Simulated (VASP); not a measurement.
# La (Im-3m) in VASP: notebook

La is run at these levels: PBE; tasks: relaxation of cell and atoms.

All numbers are computed with VASP 6.6.1; they aren't measurements. Logs are shortened: lines on timing, memory, paths and dates and some standing lists are left out, and cuts for length are marked.

### Step 1. The cell of the first run

It takes space group Im-3m (No. 229, cubic). The conventional cell has a = 4.248 Å, b = 4.248 Å, c = 4.248 Å, α = 90.00°, β = 90.00°, γ = 90.00°. Within 4.8 Å of La (site symmetry m-3m) lie 14 La at 3.68 to 4.25 Å.

### Step 2. Relaxation of cell and atoms, PBE

The input, INCAR:

```
PREC     = Accurate       # precision mode
ENCUT    = 500            # plane-wave cutoff, eV
EDIFF    = 1E-7           # SCF threshold, eV
ISMEAR   = 0              # smearing method
SIGMA    = 0.05           # smearing width, eV
LREAL    = False          # projectors in reciprocal space
LASPH    = True           # aspherical terms in the spheres
NELM     = 200            # most SCF steps
ALGO     = Normal         # electronic algorithm
ISIF     = 3              # what is computed and relaxed
LWAVE    = False          # write WAVECAR
LCHARG   = False          # write CHGCAR
GGA      = PE             # functional
IBRION   = 2              # ionic algorithm
NSW      = 60             # ionic steps
EDIFFG   = -0.03          # ionic threshold
GGA_COMPAT= False        
NELMIN   = 4            
LMAXMIX  = 6              # l up to which the mixer works
```

The input, KPOINTS:

```
regular mesh
0
Gamma
  7 7 7
```

The input, POSCAR:

```
La
1.0
    3.6785830288     -0.0000000204     -0.0000000353
   -1.2261943237      3.4682013466     -0.0000000353
   -1.2261943237     -1.7341006224      3.0035505010
La
1
Direct
    0.0000000000      0.0000000000      0.0000000000
```

Potentials or basis: VASP PAW PBE potentials, release 64 (La).

Started as:

```sh
$ cat potpaw_PBE.64/La/POTCAR > POTCAR
$ mpirun -np 1 vasp_std > vasp.out
```

OUTCAR:

```text
PREC = Accurate
   ENCUT = 500
   EDIFF = 1E-7
   ISMEAR = 0
   LREAL = False
   LASPH = True
   NELM = 200
   ISIF = 3
   GGA = PE
   IBRION = 2
   NSW = 60
   EDIFFG = -0.03
   NELMIN = 4

 ion  position               nearest neighbor table
   1  0.000  0.000  0.000-

  LATTYP: Found a body centered cubic cell.
 ALAT       =     4.2476618039

  Lattice vectors:

 A1 = (   3.6785830288,  -0.0000000204,  -0.0000000353)
 A2 = (  -1.2261943237,   3.4682013466,  -0.0000000353)
 A3 = (  -1.2261943237,  -1.7341006224,   3.0035505010)

Analysis of symmetry for initial positions (statically):
=====================================================================
 Subroutine PRICEL returns:
 Original cell was already a primitive cell.

 Routine SETGRP: Setting up the symmetry group for a
 body centered cubic supercell.

 Subroutine GETGRP returns: Found 48 space group operations
[... 9 lines left out ...]

 Routine SETGRP: Setting up the symmetry group for a
 body centered cubic supercell.

 Subroutine GETGRP returns: Found 48 space group operations
[... 11 lines left out ...]
                                     Primitive cell

  volume of cell :      38.3195

  direct lattice vectors                    reciprocal lattice vectors
     3.678583029 -0.000000020 -0.000000035     0.271843805  0.096111299  0.166469648
    -1.226194324  3.468201347 -0.000000035     0.000000003  0.288333897  0.166469648
    -1.226194324 -1.734100622  3.003550501     0.000000003  0.000000005  0.332939303

  length of vectors
     3.678583029  3.678583029  3.678583029     0.332939303  0.332939303  0.332939303

  position of ions in fractional coordinates (direct lattice)
     0.000000000  0.000000000  0.000000000

  ion indices of the primitive-cell ions
   primitive index   ion index
                 1           1

----------------------------------------------------------------------------------------

 KPOINTS: regular mesh

Automatic generation of k-mesh.
 Grid dimensions read from file:
 generate k-points for:    7    7    7

 Generating k-lattice:

  Cartesian coordinates                     Fractional coordinates (reciprocal lattice)
     0.038834829  0.013730186  0.023781378     0.142857143 -0.000000000  0.000000000
     0.000000000  0.041190557  0.023781378     0.000000000  0.142857143  0.000000000
     0.000000000  0.000000001  0.047562758    -0.000000000  0.000000000  0.142857143

  Length of vectors
     0.047562758  0.047562758  0.047562758

  Shift w.r.t. Gamma in fractional coordinates (k-lattice)
     0.000000000  0.000000000  0.000000000

 Subroutine IBZKPT returns following result:
 ===========================================

 Found     20 irreducible k-points:

 Following reciprocal coordinates:
            Coordinates               Weight
  0.000000  0.000000  0.000000      1.000000
  0.142857 -0.000000  0.000000     12.000000
  0.285714  0.000000  0.000000     12.000000
  0.428571  0.000000  0.000000     12.000000
  0.142857  0.142857  0.000000     24.000000
  0.285714  0.142857  0.000000     48.000000
[... 12 lines left out ...]
 -0.428571 -0.428571  0.285714      8.000000
 -0.428571  0.428571  0.428571      6.000000
   k-points           NKPTS =     20   k-points in BZ     NKDIM =     20   number of bands    NBANDS=      9
   number of dos      NEDOS =    301   number of ions     NIONS =      1
   total plane-waves  NPLWV =  21952
   dimension x,y,z NGX =    28 NGY =   28 NGZ =   28
   dimension x,y,z NGXF=    56 NGYF=   56 NGZF=   56
   ions per type =               1
   NGX,Y,Z   is equivalent  to a cutoff of  12.65, 12.65, 12.65 a.u.
   NGXF,Y,Z  is equivalent  to a cutoff of  25.31, 25.31, 25.31 a.u.
 SYSTEM =  unknown system
   PREC   = accura    normal or accurate (medium, high low for compatibility)
   ISTART =      0    job   : 0-new  1-cont  2-samecut
   ICHARG =      2    charge: 1-file 2-atom 10-const
   ISPIN  =      1    spin polarized calculation?
   LNONCOLLINEAR =      F non collinear calculations
   LSORBIT =      F    spin-orbit coupling
   LASPH  =      T    aspherical Exc in radial PAW
   ENCUT  =  500.0 eV  36.75 Ry    6.06 a.u.   6.71  6.71  6.71*2*pi/ulx,y,z
   NELM   =    200;   NELMIN=  4; NELMDL= -5     # of ELM steps
   EDIFF  = 0.1E-06   stopping-criterion for ELM
   LREAL  =      F    real-space projection
   EDIFFG = -.3E-01   stopping-criterion for IOM
   NSW    =     60    number of steps for IOM
   IBRION =      2    ionic relax: 0-MD 1-quasi-New 2-CG
   NFREE  =      1    steps in history (QN), initial steepest desc. (CG)
   ISIF   =      3    stress and relaxation
   ISYM   =      2    0-nonsym 1-usesym 2-fastsym
   POTIM  = 0.5000    time-step for ionic-motion
   TEBEG  =    0.0;   TEEND  =   0.0 temperature during run
   PSTRESS=    0.0 pullay stress
   NELECT =      11.0000    total number of electrons
   NUPDOWN=      -1.0000    fix difference up-down
   EMIN   =  10.00;   EMAX   =-10.00  energy-range for DOS
[... 58 lines left out ...]
      0.00000      0.00000      0.00000         0.000000     -0.000000      0.000000
 -----------------------------------------------------------------------------------
    total drift:                               -0.000000     -0.000000      0.000000

  FREE ENERGIE OF THE ION-ELECTRON SYSTEM (eV)
  ---------------------------------------------------
  free  energy   TOTEN  =        -4.7586565867 eV

  energy  without entropy=       -4.7513146279  energy(sigma->0) =       -4.75498561

--------------------------------------- Ionic step        2  -------------------------------------------

 number of electron      11.0000000 magnetization

 Free energy of the ion-electron system (eV)
  ---------------------------------------------------
  ext. energy  EPLUGINS =         0.00000000
  ---------------------------------------------------
  free energy    TOTEN  =        -4.75940826 eV

  energy without entropy =       -4.75260069  energy(sigma->0) =       -4.75600447

 E-fermi :   7.7177     XC(G=0):  -9.4909

 val. band max:        7.7140165289   @ k =   0.2857   0.1429   0.0000
 cond. band min:       7.7477441100   @ k =  -0.4286  -0.4286   0.1429
 fundamental gap:      0.0337275811
 Fermi energy:         7.7176837404

 k-point     1 :       0.0000    0.0000    0.0000
  band No.  band energies     occupation
      1     -25.2138      2.00000
      2      -8.2268      2.00000
      3      -8.2268      2.00000
      4      -8.2268      2.00000
      5       4.5082      2.00000
      6       9.1713      0.00000
      7       9.1752      0.00000
      8       9.1753      0.00000
      9       9.1753      0.00000

 k-point     2 :       0.1429   -0.0000    0.0000
  band No.  band energies     occupation
      1     -25.1780      2.00000
      2      -8.5001      2.00000
      3      -8.3076      2.00000
      4      -8.2301      2.00000
      5       5.0951      2.00000
      6       8.5638      0.00000
      7       8.5691      0.00000
      8       9.1574      0.00000
      9       9.3296      0.00000

 k-point     3 :       0.2857    0.0000    0.0000
  band No.  band energies     occupation
      1     -25.0960      2.00000
      2      -9.0636      2.00000
      3      -8.4826      2.00000
      4      -8.2378      2.00000
      5       6.0127      2.00000
      6       7.9484      0.00000
      7       8.3907      0.00000
      8       9.1494      0.00000
      9       9.4549      0.00000

 k-point     4 :       0.4286    0.0000    0.0000
  band No.  band energies     occupation
      1     -25.0286      2.00000
      2      -9.4763      2.00000
      3      -8.6169      2.00000
      4      -8.2442      2.00000
      5       5.9643      2.00000
      6       7.5732      1.99996
      7       9.1694      0.00000
      8       9.1719      0.00000
      9       9.4985      0.00000
[... 157 lines left out ...]
 k-point    18 :      -0.4286    0.4286    0.2857
  band No.  band energies     occupation
      1     -24.9439      2.00000
      2      -9.2429      2.00000
      3      -8.9136      2.00000
      4      -8.7998      2.00000
      5       6.5418      2.00000
      6       7.0177      2.00000
      7       8.9781      0.00000
      8       9.0200      0.00000
      9       9.4037      0.00000

 k-point    19 :      -0.4286   -0.4286    0.2857
  band No.  band energies     occupation
      1     -24.9188      2.00000
      2      -9.1482      2.00000
      3      -9.1482      2.00000
      4      -8.8241      2.00000
      5       6.4822      2.00000
      6       6.4822      2.00000
      7       8.8807      0.00000
      8       9.3515      0.00000
      9       9.4715      0.00000

 k-point    20 :      -0.4286    0.4286    0.4286
  band No.  band energies     occupation
      1     -24.8960      2.00000
      2      -9.1193      2.00000
      3      -9.0676      2.00000
      4      -9.0676      2.00000
      5       6.0047      2.00000
      6       6.1548      2.00000
      7       9.3057      0.00000
      8       9.4244      0.00000
      9       9.4310      0.00000

------------------------ aborting loop because EDIFF is reached ----------------------------------------

  FORCE on cell =-STRESS in cart. coord.  units (eV):
  Direction    XX          YY          ZZ          XY          YZ          ZX
  --------------------------------------------------------------------------------------
  -------------------------------------------------------------------------------------
  Total       -0.0079382     -0.0079382     -0.0079382     -0.0000000      0.0000000     -0.0000000
  in kB       -0.3366326     -0.3366326     -0.3366326     -0.0000000      0.0000000     -0.0000000
  external PRESSURE =      -0.3366326 kB  Pullay stress =       0.0000000 kB

 VOLUME and BASIS-vectors are now :
 -----------------------------------------------------------------------------
  energy-cutoff  :      500.00
  volume of cell :       37.78
      direct lattice vectors                 reciprocal lattice vectors
     3.661282061 -0.000000020 -0.000000035     0.273128372  0.096565462  0.167256281
    -1.220427334  3.451889837 -0.000000035     0.000000003  0.289696386  0.167256281
    -1.220427334 -1.725944868  2.989424319     0.000000003  0.000000005  0.334512570

 POSITION                                       TOTAL-FORCE (eV/Angst)
 -----------------------------------------------------------------------------------
     -2.44085      1.72594      2.98942        -0.000000      0.000000      0.000000
 -----------------------------------------------------------------------------------
    total drift:                                0.000000     -0.000000      0.000000

  FREE ENERGIE OF THE ION-ELECTRON SYSTEM (eV)
  ---------------------------------------------------
  free  energy   TOTEN  =        -4.7594082559 eV

  energy  without entropy=       -4.7526006882  energy(sigma->0) =       -4.75600447

 reached required accuracy - stopping structural energy minimisation
```

Wall time 56 s (1 thread of Intel Xeon 8259CL, shared host); peak memory 0.17 GiB.

Results:

```
Free energy                            : -4.7594 eV
Relaxed volume                         : 37.78 Å³/atom
Relaxed cell                           : a = 3.661 Å, b = 3.661 Å, c = 3.661 Å, α = 109.47°, β = 109.47°, γ = 109.47°
Space group after relaxing (to 0.05 Å) : Im-3m (No. 229)
Energy gained by relaxing              : 0.8 meV/atom
Ionic steps                            : 2
Pressure after relaxing                : 0.0 GPa
```

Step by step:
```tsv
step	energy change (eV)	largest force (eV/Å)	pressure (GPa)	volume (Å³)
1	0.0000	0.0000	-0.41	38.32
2	-0.0008	0.0000	-0.03	37.78
```

Final structure:
```
La
1.0
     3.66128    0.00000    0.00000
    -1.22043    3.45189    0.00000
    -1.22043   -1.72594    2.98942
La
1
Cartesian
  -2.4409 1.7259 2.9894
```

Caveat: spin-orbit coupling is left out, which moves the levels of the heavy elements.

### Step 3. Relaxation of cell and atoms, PBE, target pressure 10 GPa, at which the enthalpy is minimised

The input, INCAR:

```
  PREC = Accurate
  ENCUT = 500
  EDIFF = 1E-7
  ISMEAR = 0
  SIGMA = 0.05
  LREAL = F
  LASPH = T
  NELM = 200
  ALGO = Normal
  ISIF = 3
  LWAVE = F
  LCHARG = F
  GGA = PE
  IBRION = 2
  NSW = 60
  EDIFFG = -0.03
  PSTRESS = 100.0
  GGA_COMPAT = F
  NELMIN = 4
  LMAXMIX = 6
```

The input, KPOINTS:

```
Automatic mesh
0
Gamma
  7 7 7
```

POSCAR is that of step 2.

Potentials or basis: VASP PAW PBE potentials, release 64 (La).

Started as:

```sh
$ cat potpaw_PBE.64/La/POTCAR > POTCAR
$ mpirun -np 1 vasp_std > vasp.out
```

It took 1.7 min on 1 thread of Intel Xeon 8259CL, shared host; peak memory 0.18 GiB.

Results (log left out):

```
Free energy                                            : -4.5114 eV
Relaxed volume                                         : 29.01 Å³/atom
Relaxed cell                                           : a = 3.353 Å, b = 3.353 Å, c = 3.353 Å, α = 109.47°, β = 109.47°, γ = 109.47°
Space group after relaxing (to 0.05 Å)                 : Im-3m (No. 229)
Energy change on relaxing (the enthalpy is what falls) : +247.3 meV/atom
Ionic steps                                            : 4
Pressure after relaxing                                : 10.0 GPa
```

Step by step:
```
step  energy change (eV)  largest force (eV/Å)  pressure (GPa)  volume (Å³)
   1              0.0000                0.0000           -0.41        38.32
   2              0.4849                0.0000           16.63        26.11
   3              0.2345                0.0000            9.59        29.22
   4              0.2473                0.0000           10.00        29.01
```

Final structure:
```
CELL_PARAMETERS angstrom
3.35267 0.00000 0.00000
-1.11756 3.16092 0.00000
-1.11756 -1.58046 2.73744
ATOMIC_POSITIONS crystal
La 0.00000 0.00000 0.00000
```

Levels at points of the mesh, in eV from the Fermi level:
```csv
k point,band 2,band 3,band 4,band 5,band 6,band 7,band 8,band 9
"(0.00, 0.00, 0.00)",-14.91,-14.91,-14.91,-2.69,1.76,1.76,1.76,1.79
```

Caveat: the cell is relaxed towards a set pressure, so the enthalpy falls and the energy may rise; the volume moved by over 15 % at a fixed basis, so the end points are rough; spin-orbit coupling is left out, which moves the levels of the heavy elements.

### Step 4. Relaxation of cell and atoms, PBE, target pressure 20 GPa, at which the enthalpy is minimised

The input, INCAR:

```
SYSTEM = La
PREC     = Accurate       ! precision mode
ENCUT    = 500            ! plane-wave cutoff, eV
EDIFF    = 1E-7           ! SCF threshold, eV
ISMEAR   = 0              ! smearing method
SIGMA    = 0.05           ! smearing width, eV
LREAL    = .FALSE.        ! projectors in reciprocal space
LASPH    = .TRUE.         ! aspherical terms in the spheres
NELM     = 200            ! most SCF steps
ALGO     = Normal         ! electronic algorithm
ISIF     = 3              ! what is computed and relaxed
LWAVE    = .FALSE.        ! write WAVECAR
LCHARG   = .FALSE.        ! write CHGCAR
GGA      = PE             ! functional
IBRION   = 2              ! ionic algorithm
NSW      = 60             ! ionic steps
EDIFFG   = -0.03          ! ionic threshold
PSTRESS  = 200.0        
GGA_COMPAT= .FALSE.      
NELMIN   = 4            
LMAXMIX  = 6              ! l up to which the mixer works
```

The input, KPOINTS:

```
regular mesh
0
G
  7 7 7
  0 0 0
```

POSCAR is that of step 3.

Started as:

```sh
$ cat potpaw_PBE.64/La/POTCAR > POTCAR
$ mpirun -np 1 vasp_std > vasp.out
```

It took 78 s on 1 thread of Intel Xeon 8259CL, shared host; peak memory 0.18 GiB.

The run converged. Its results:

- Free energy: -4.1622 eV
- Relaxed volume: 25.13 Å³/atom
- Relaxed cell: a = 3.196 Å, b = 3.196 Å, c = 3.196 Å, α = 109.47°, β = 109.47°, γ = 109.47°
- Space group after relaxing (to 0.05 Å): Im-3m (No. 229)
- Energy change on relaxing (the enthalpy is what falls): +596.5 meV/atom
- Ionic steps: 4
- Pressure after relaxing: 19.9 GPa

Step by step:
| step | energy change (eV) | largest force (eV/Å) | pressure (GPa) | volume (Å³) |
| --- | --- | --- | --- | --- |
| 1 | 0.0000 | 0.0000 | -0.41 | 38.32 |
| 2 | 2.6675 | 0.0000 | 89.36 | 17.12 |
| 3 | 0.5693 | 0.0000 | 19.12 | 25.35 |
| 4 | 0.5965 | 0.0000 | 19.85 | 25.13 |

Final structure:
```cif
data_structure
_symmetry_space_group_name_H-M 'P 1'
_symmetry_Int_Tables_number 1
_cell_length_a 3.1958
_cell_length_b 3.1958
_cell_length_c 3.1958
_cell_angle_alpha 109.471
_cell_angle_beta 109.471
_cell_angle_gamma 109.471
_cell_volume 25.13
loop_
_atom_site_label
_atom_site_type_symbol
_atom_site_fract_x
_atom_site_fract_y
_atom_site_fract_z
_atom_site_occupancy
La1 La 0.00000 0.00000 0.00000 1
```

Levels at points of the mesh, in eV from the Fermi level:
```csv
k point,band 3,band 4,band 5,band 6,band 7,band 8
"(0.00, 0.00, 0.00)",-14.32,-14.32,-2.12,1.82,1.82,1.82
```

Caveat: the cell is relaxed towards a set pressure, so the enthalpy falls and the energy may rise; the volume moved by over 15 % at a fixed basis, so the end points are rough; spin-orbit coupling is left out, which moves the levels of the heavy elements.

### Step 5. Relaxation of cell and atoms, PBE, target pressure 30 GPa, at which the enthalpy is minimised

The input, INCAR:

```
SYSTEM = La
ALGO = Normal ; EDIFF = 1E-7
EDIFFG = -0.03 ; ENCUT = 500
GGA = PE ; GGA_COMPAT = .False.
IBRION = 2 ; ISIF = 3
ISMEAR = 0 ; LASPH = .True.
LCHARG = .False. ; LMAXMIX = 6
LREAL = .False. ; LWAVE = .False.
NELM = 200 ; NELMIN = 4
NSW = 60 ; PREC = Accurate
PSTRESS = 300.0 ; SIGMA = 0.05
```

The input, KPOINTS:

```
k-points
0
Gamma
  7 7 7
  0 0 0
```

POSCAR is that of step 4.

Started as:

```sh
$ cat potpaw_PBE.64/La/POTCAR > POTCAR
$ mpirun -np 1 vasp_std > vasp.out
```

Wall time 3.9 min (1 thread of Intel Xeon 8259CL, shared host); peak memory 0.2 GiB.

Results (log left out):

| Property | Result |
| --- | --- |
| Free energy | -3.6793 eV |
| Relaxed volume | 21.97 Å³/atom |
| Relaxed cell | a = 3.056 Å, b = 3.056 Å, c = 3.056 Å, α = 109.47°, β = 109.47°, γ = 109.47° |
| Space group after relaxing (to 0.05 Å) | Im-3m (No. 229) |
| Energy change on relaxing (the enthalpy is what falls) | +1079.3 meV/atom |
| Ionic steps | 10 |
| Pressure after relaxing | 30.0 GPa |

Step by step:
```csv
step,energy change (eV),largest force (eV/Å),pressure (GPa),volume (Å³)
1,0.0000,0.0000,-0.41,38.32
2,12.3901,0.0000,499.26,10.48
3,0.5896,0.0000,19.66,25.18
4,0.7161,0.0000,22.79,24.23
5,0.9979,0.0000,27.97,22.43
6,3.6146,0.0000,125.46,15.71
7,1.0445,0.0000,28.98,22.16
8,1.0936,0.0000,30.38,21.90
9,1.0658,0.0000,29.45,22.05
10,1.0793,0.0000,29.96,21.97
```

Final structure:
```
CELL_PARAMETERS angstrom
3.05621 0.00000 0.00000
-1.01874 2.88142 0.00000
-1.01874 -1.44071 2.49538
ATOMIC_POSITIONS crystal
La 0.00000 0.00000 0.00000
```

Levels at points of the mesh, in eV from the Fermi level:
| k point | band 3 | band 4 | band 5 | band 6 | band 7 | band 8 | band 9 |
| --- | --- | --- | --- | --- | --- | --- | --- |
| (0.00, 0.00, 0.00) | -13.62 | -13.62 | -1.27 | 1.83 | 1.83 | 1.83 | 1.98 |

Caveat: the cell is relaxed towards a set pressure, so the enthalpy falls and the energy may rise; the volume moved by over 15 % at a fixed basis, so the end points are rough; spin-orbit coupling is left out, which moves the levels of the heavy elements.

### Step 6. Summary

| cell | gap on the mesh (eV) | pressure (GPa) |
| --- | --- | --- |
| relaxed | none | 0.0 |
| relaxed to 10 GPa | none | 10.0 |
| relaxed to 20 GPa | none | 19.9 |
| relaxed to 30 GPa | none | 30.0 |

Alike in all rows: task relaxation of cell and atoms; level PBE; potentials or basis VASP PAW PBE potentials, release 64 (La); no spin polarisation; k mesh 7 × 7 × 7; cutoff (eV) 500; smearing gaussian 0.05 eV.

Caveats: spin-orbit coupling is left out, which moves the levels of the heavy elements; the cell is relaxed towards a set pressure, so the enthalpy falls and the energy may rise (some runs); the volume moved by over 15 % at a fixed basis, so the end points are rough (some runs).

Total energies depend on the potentials used, so only differences within one code and one set of settings carry meaning.
